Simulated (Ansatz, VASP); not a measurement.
## TiOs3 in VASP and in Ansatz

```
CELL_PARAMETERS angstrom
0.00000 3.09352 3.09352
3.09352 0.00000 3.09352
3.09352 3.09352 0.00000
ATOMIC_POSITIONS crystal
Ti 0.50000 0.50000 0.50000
Os 0.25000 0.25000 0.25000
Os 0.75000 0.75000 0.75000
Os 0.00000 0.00000 0.00000
```

Alike in both runs: functional PBE; k mesh 14 × 14 × 14; occupations gaussian, width 0.1 eV; collinear spin.

Ansatz relaxed the structure, and its values are those at the end. VASP's run is a single point on that final structure, the one shown.

|  | VASP | Ansatz |
| --- | --- | --- |
| version | VASP 6.6.1 | Ansatz 0.2.0 |
| potentials or method | VASP PAW PBE potentials, release 64 (Ti_sv, Os), cutoff 520 eV | scalar-relativistic, plane waves, PAW |
| valence electrons in the cell | 36 | 60 |

VASP gave:

* gap on the k mesh at the Fermi level (eV): none
* pressure (GPa): -1.2
* net moment per atom (μB): 0.00

Q: Estimate Ansatz's values.

A: gap on the k mesh at the Fermi level (eV): none; pressure (GPa): 0.0; net moment per atom (μB): 0.00.

A gap of «none» marks a metal or a gap that the smearing closes. VASP's potentials hold 36 valence electrons a cell and Ansatz's 60, so a difference there can come from the potentials and not from the codes. Ansatz's warnings: seeded moment not kept.

Neither program's run includes spin-orbit coupling.
